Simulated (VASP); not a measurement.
Write the native input for VASP 6.6.1 that does the following.

* Task: single point
* Functional: PBE
* Potentials or basis: VASP PAW PBE potentials, release 64 (Ag_sv_GW, Br)
* Cutoff: 630 eV
* k mesh: 8 × 8 × 8
* Occupations: fermi-dirac, width 0.02 eV
* Spin: no spin polarisation
* Dipole correction: no
* Further INCAR settings: ALGO = Normal; EDIFF = 1e-06; NBANDS = 20

The structure of AgBr lies in POSCAR:

```
AgBr
1.0
    0.0000000000      2.8927623052      2.8927623052
    2.8927623052      0.0000000000      2.8927623052
    2.8927623052      2.8927623052      0.0000000000
Ag Br
1 1
Direct
    0.0000000000      0.0000000000      0.0000000000
    0.5000000000      0.5000000000      0.5000000000
```

The input as run:

INCAR

```
PREC = Accurate ; ENCUT = 630
EDIFF = 1E-6 ; ISMEAR = -1
SIGMA = 0.02 ; LREAL = False
LASPH = True ; NELM = 120
ALGO = Normal ; ISIF = 2
LWAVE = False ; LCHARG = False
GGA = PE ; NBANDS = 20
GGA_COMPAT = False
```

KPOINTS

```
Automatic mesh
0
Gamma
  8 8 8
```

Potentials or basis: VASP PAW PBE potentials, release 64 (Ag_sv_GW, Br).

The run is started by

```console
$ cat potpaw_PBE.64/Ag_sv_GW/POTCAR potpaw_PBE.64/Br/POTCAR > POTCAR
$ mpirun -np 1 vasp_std > vasp.out
```

It gave:

* Pressure: 1.1 GPa
* Band gap on the k mesh: 0.68 eV (least direct gap 2.53 eV)

Caveat: semilocal functionals underestimate gaps, and a narrow one can read as zero.

It took 56 s on 1 thread of AMD EPYC 7R13 Processor (Zen 3), with other jobs on the host, peak memory 0.2 GiB.
